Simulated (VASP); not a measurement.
# SnSe (Fm-3m) in VASP: notebook, part 2 of 2

VASP 6.6.1. Earlier steps stand in the parts before.

### Step 6. Single point, PBEsol

This run uses another cell than the first one, of 21.08 Å³/atom, 0.773 times its volume.

INCAR reads:

```
SYSTEM = SnSe
  PREC = Accurate
  ENCUT = 520
  EDIFF = 1E-7
  ISMEAR = -1
  SIGMA = 0.05
  LREAL = .False.
  LASPH = .True.
  NELM = 100
  ALGO = Normal
  ISIF = 2
  LWAVE = .False.
  LCHARG = .True.
  GGA = PS
  LELF = .True.
  LVHAR = .True.
  NBANDS = 17
```

KPOINTS reads:

```
Automatic mesh
0
Gamma
  8 8 8
  0 0 0
```

POSCAR reads:

```
SnSe
1.0
    0.0000000000      2.7625580659      2.7625580659
    2.7625580659      0.0000000000      2.7625580659
    2.7625580659      2.7625580659      0.0000000000
Sn Se
1 1
Direct
    0.0000000000      0.0000000000      0.0000000000
    0.5000000000      0.5000000000      0.5000000000
```

Potentials or basis: VASP PAW PBE potentials, release 64 (Sn_d, Se).

Run with:

```
$ cat potpaw_PBE.64/Sn_d/POTCAR potpaw_PBE.64/Se/POTCAR > POTCAR
$ mpirun -np 1 vasp_std > vasp.out
```

OUTCAR:

```text
SYSTEM = SnSe
   PREC = Accurate
   ENCUT = 520
   EDIFF = 1E-7
   ISMEAR = -1
   LREAL = .False.
   LASPH = .True.
   NELM = 100
   ISIF = 2
   GGA = PS

 ion  position               nearest neighbor table
   1  0.000  0.000  0.000-   2 2.76   2 2.76   2 2.76   2 2.76   2 2.76   2 2.76
   2  0.500  0.500  0.500-   1 2.76   1 2.76   1 2.76   1 2.76   1 2.76   1 2.76

  LATTYP: Found a face centered cubic cell.
 ALAT       =     5.5251161318

  Lattice vectors:

 A1 = (   0.0000000000,   2.7625580659,   2.7625580659)
 A2 = (   2.7625580659,   0.0000000000,   2.7625580659)
 A3 = (   2.7625580659,   2.7625580659,   0.0000000000)

Analysis of symmetry for initial positions (statically):
=====================================================================
 Subroutine PRICEL returns:
 Original cell was already a primitive cell.

 Routine SETGRP: Setting up the symmetry group for a
 face centered cubic supercell.

 Subroutine GETGRP returns: Found 48 space group operations
[... 9 lines left out ...]

 Routine SETGRP: Setting up the symmetry group for a
 face centered cubic supercell.

 Subroutine GETGRP returns: Found 48 space group operations
[... 11 lines left out ...]
                                     Primitive cell

  volume of cell :      42.1662

  direct lattice vectors                    reciprocal lattice vectors
     0.000000000  2.762558066  2.762558066    -0.180991671  0.180991671  0.180991671
     2.762558066  0.000000000  2.762558066     0.180991671 -0.180991671  0.180991671
     2.762558066  2.762558066  0.000000000     0.180991671  0.180991671 -0.180991671

  length of vectors
     3.906847084  3.906847084  3.906847084     0.313486770  0.313486770  0.313486770

  position of ions in fractional coordinates (direct lattice)
     0.000000000  0.000000000  0.000000000
     0.500000000  0.500000000  0.500000000

  ion indices of the primitive-cell ions
   primitive index   ion index
[... 82 lines left out ...]
   POTIM  = 0.5000    time-step for ionic-motion
   TEBEG  =    0.0;   TEEND  =   0.0 temperature during run
   PSTRESS=    0.0 pullay stress
   NELECT =      20.0000    total number of electrons
   NUPDOWN=      -1.0000    fix difference up-down
   EMIN   =  10.00;   EMAX   =-10.00  energy-range for DOS
   EFERMI =   0.00;   METHOD = LEGACY
   ISMEAR =    -1;   SIGMA  =   0.05  broadening in eV -4-tet -1-fermi 0-gaus
   EFERMI_NEDOS =   21; number of points for ismear=-14 and -15
   IALGO  =     38    algorithm
   IMIX   =      4    mixing-type and parameters
     AMIX     =   0.40;   BMIX     =  1.00
     AMIX_MAG =   1.60;   BMIX_MAG =  1.00
  volume/ion in A,a.u.               =      21.08       142.28
  Fermi-wavevector in a.u.,A,eV,Ry     =   1.276723  2.412657 22.177797  1.630022
  Thomas-Fermi vector in A             =   2.409363
   LORBIT       =      0    0 simple, 1 ext, 2 COOP (PROOUT), +10 PAW based schemes
   GGA     = PS    functional components
   LHFCALC =     F    Hartree Fock is set to
   AEXX    =    0.0000 exact exchange contribution
   IVDW    =     0    specifies the selected vdW correction
   LEPSILON=     F    determine dielectric tensor
   LRPA    =     F    only Hartree local field effects (RPA)
 non-spin polarized calculation
  energy-cutoff  :      520.00
  volume of cell :       42.17
 maximum number of plane-waves:      1158
 NGX is ok and might be reduce to    30
   NGX = 15   NGY = 15   NGZ = 15

 number of electron      19.9999998 magnetization

 Free energy of the ion-electron system (eV)
  ---------------------------------------------------
  ext. energy  EPLUGINS =         0.00000000
  ---------------------------------------------------
  free energy    TOTEN  =        -8.44679025 eV

  energy without entropy =       -8.44580816  energy(sigma->0) =       -8.44629920

 E-fermi :   9.3110     XC(G=0): -10.9854

 val. band max:        9.1134479914   @ k =  -0.2500   0.1250   0.0000
 cond. band min:       9.5563398886   @ k =  -0.3750   0.1250   0.0000
 fundamental gap:      0.4428918971
 Fermi energy:         9.3109879549

 k-point     1 :       0.0000    0.0000    0.0000
  band No.  band energies     occupation
      1     -12.9411      2.00000
      2     -12.9411      2.00000
      3     -12.9253      2.00000
      4     -12.9253      2.00000
      5     -12.9253      2.00000
      6      -7.2747      2.00000
[... 457 lines left out ...]
      4     -12.9018      2.00000
      5     -12.8851      2.00000
      6      -5.3386      2.00000
[... 9 lines left out ...]
     16      20.1633      0.00000
     17      20.2181      0.00000

 [... further k-points ...]
[... 5 lines left out ...]
  --------------------------------------------------------------------------------------
  -------------------------------------------------------------------------------------
  Total        5.2875527      5.2875527      5.2875527     -0.0000000      0.0000000     -0.0000000
  in kB      200.9097667    200.9097667    200.9097667     -0.0000000      0.0000000     -0.0000000
  external PRESSURE =     200.9097667 kB  Pullay stress =       0.0000000 kB

 VOLUME and BASIS-vectors are now :
 -----------------------------------------------------------------------------
  energy-cutoff  :      520.00
  volume of cell :       42.17
      direct lattice vectors                 reciprocal lattice vectors
     0.000000000  2.762558066  2.762558066    -0.180991671  0.180991671  0.180991671
     2.762558066  0.000000000  2.762558066     0.180991671 -0.180991671  0.180991671
     2.762558066  2.762558066  0.000000000     0.180991671  0.180991671 -0.180991671

 POSITION                                       TOTAL-FORCE (eV/Angst)
 -----------------------------------------------------------------------------------
      0.00000      0.00000      0.00000        -0.000000     -0.000000     -0.000000
      2.76256      2.76256      2.76256         0.000000      0.000000      0.000000
 -----------------------------------------------------------------------------------
    total drift:                               -0.000000      0.000000      0.000000

  FREE ENERGIE OF THE ION-ELECTRON SYSTEM (eV)
  ---------------------------------------------------
  free  energy   TOTEN  =        -8.4467902453 eV

  energy  without entropy=       -8.4458081623  energy(sigma->0) =       -8.44629920
```

stdout:

```text
POSCAR found type information on POSCAR SnSe
 POSCAR found :  2 types and       2 ions
 scaLAPACK will be used
 -----------------------------------------------------------------------------
|                                                                             |
|                                                                             |
|     You enforced a specific xc type in the INCAR file but a different       |
|     I HOPE YOU KNOW WHAT YOU ARE DOING!                                     |
|                                                                             |
 -----------------------------------------------------------------------------

 LDA part: xc-table for (Slater+PW92), standard interpolation
 POSCAR, INCAR and KPOINTS ok, starting setup
 FFT: planning ... GRIDC
 FFT: planning ... GRID_SOFT
 FFT: planning ... GRID
 WAVECAR not read
 entering main loop
```

It took 17 s on 1 thread of Intel Xeon 6975P-C, shared host; peak memory 0.17 GiB.

Results:

| Item | Value |
| --- | --- |
| Free energy | -8.4468 eV |
| Pressure | 20.1 GPa |
| Band gap on the k mesh | 0.44 eV, indirect (least direct gap 0.45 eV) |

Caveat: the PAW data sets were made with another functional, which shifts forces and pressure a little; spin-orbit coupling is left out, which moves the levels of the heavy elements. A k mesh can miss the band edges.

### Step 7. Overview

```csv
task,level,cell,cutoff (eV),smearing,gap on the mesh (eV),pressure (GPa)
single point,PBE,"a = 4.257 Å, angles 60.0°, 2 atoms",520,gaussian 0.025 eV,0.58,0.9
single point,PBE,"a = 4.257 Å, angles 60.0°, 2 atoms",520,gaussian 0.028 eV,0.58,0.9
relaxation of cell and atoms,PBEsol+D4,"relaxed from a = 4.257 Å, angles 60.0°, 2 atoms",600,fermi-dirac 0.05 eV,0.77,0.0
single point,PBEsol,"a = 3.819 Å, angles 60.0°, 2 atoms",520,fermi-dirac 0.05 eV,0.22,30.2
single point,PBEsol,"a = 3.907 Å, angles 60.0°, 2 atoms",520,fermi-dirac 0.05 eV,0.44,20.1
```

Alike in all rows: potentials or basis VASP PAW PBE potentials, release 64 (Sn_d, Se); no spin polarisation; k mesh 8 × 8 × 8.

Caveats: spin-orbit coupling is left out, which moves the levels of the heavy elements; the PAW data sets were made with another functional, which shifts forces and pressure a little (some runs).

Total energies depend on the potentials used, so only differences within one code and one set of settings carry meaning.
